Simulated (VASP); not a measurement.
The system is Na3SF.

```
Na S F
1.0
     3.06717    1.78922    5.07895
    -3.00441    1.87865    5.00603
     0.10883   -3.69657    5.05305
Na S F
6 2 2
Direct
  0.81355 0.24893 0.67930
  0.66034 0.84552 0.22952
  0.24692 0.68800 0.82417
  0.17459 0.73769 0.32580
  0.33992 0.16946 0.73898
  0.73798 0.33281 0.19140
  0.75818 0.75857 0.75377
  0.25010 0.22860 0.25911
  0.52395 0.49300 0.50190
  0.99447 0.99742 0.99605
```

```yaml
Program: VASP 6.6.1
Task: relaxation of cell and atoms
Functional: PBE
Potentials_or_basis: VASP PAW PBE potentials, release 64 (Na_pv, S, F)
Cutoff: 600 eV
k_mesh: 3 × 3 × 3
Occupations: gaussian, width 0.1 eV
Spin: no spin polarisation
```

At the start: pressure 3.9 GPa; volume 16.94 Å³/atom.

**Question.** Where does the relaxation end?

**Answer.** Over 18 steps the energy falls by 55.9 meV/atom and the volume is 17.94 Å³/atom (+5.9 %); space group P1 (No. 1, to 0.1 Å) before, C2/c (No. 15, to 0.1 Å).

The path:
| step | energy change (eV) | largest force (eV/Å) | pressure (GPa) | volume (Å³) |
| --- | --- | --- | --- | --- |
| 1 | 0.0000 | 1.2285 | 3.90 | 169.38 |
| 2 | -0.4424 | 0.4075 | 0.54 | 179.62 |
| 3 | -0.4871 | 0.2571 | -0.86 | 186.30 |
| 4 | -0.4890 | 0.2668 | -0.73 | 185.30 |
| 5 | -0.4890 | 0.2726 | -0.64 | 184.98 |
| 6 | -0.5139 | 0.2249 | -0.40 | 183.17 |
| 7 | -0.5395 | 0.1299 | 0.18 | 179.60 |
| 8 | -0.5406 | 0.1347 | 0.36 | 178.62 |
| 9 | -0.5491 | 0.0876 | 0.13 | 179.54 |
| 10 | -0.5522 | 0.0619 | -0.09 | 180.51 |
| 11 | -0.5543 | 0.0449 | 0.02 | 180.10 |
| 12 | -0.5554 | 0.0393 | 0.06 | 179.63 |
| 13 | -0.5554 | 0.0433 | 0.13 | 179.50 |
| 14 | -0.5567 | 0.0379 | -0.02 | 180.00 |
| 15 | -0.5571 | 0.0358 | -0.10 | 180.37 |
| 16 | -0.5582 | 0.0288 | -0.02 | 179.87 |
| 17 | -0.5585 | 0.0324 | 0.05 | 179.40 |
| 18 | -0.5591 | 0.0227 | 0.00 | 179.42 |

Final structure:
```cif
data_structure
_symmetry_space_group_name_H-M 'P 1'
_symmetry_Int_Tables_number 1
_cell_length_a 6.2488
_cell_length_b 6.2482
_cell_length_c 6.2433
_cell_angle_alpha 61.766
_cell_angle_beta 61.863
_cell_angle_gamma 61.855
_cell_volume 179.42
loop_
_atom_site_label
_atom_site_type_symbol
_atom_site_fract_x
_atom_site_fract_y
_atom_site_fract_z
_atom_site_occupancy
Na1 Na 0.81533 0.25522 0.68477 1
Na2 Na 0.68121 0.81848 0.24260 1
Na3 Na 0.25134 0.68577 0.81403 1
Na4 Na 0.18220 0.74255 0.31778 1
Na5 Na 0.31685 0.18316 0.75001 1
Na6 Na 0.75378 0.31265 0.18654 1
S1 S 0.74932 0.74925 0.75260 1
S2 S 0.25008 0.25190 0.25113 1
F1 F 0.50013 0.50069 0.50028 1
F2 F 0.99977 0.00031 0.00026 1
```
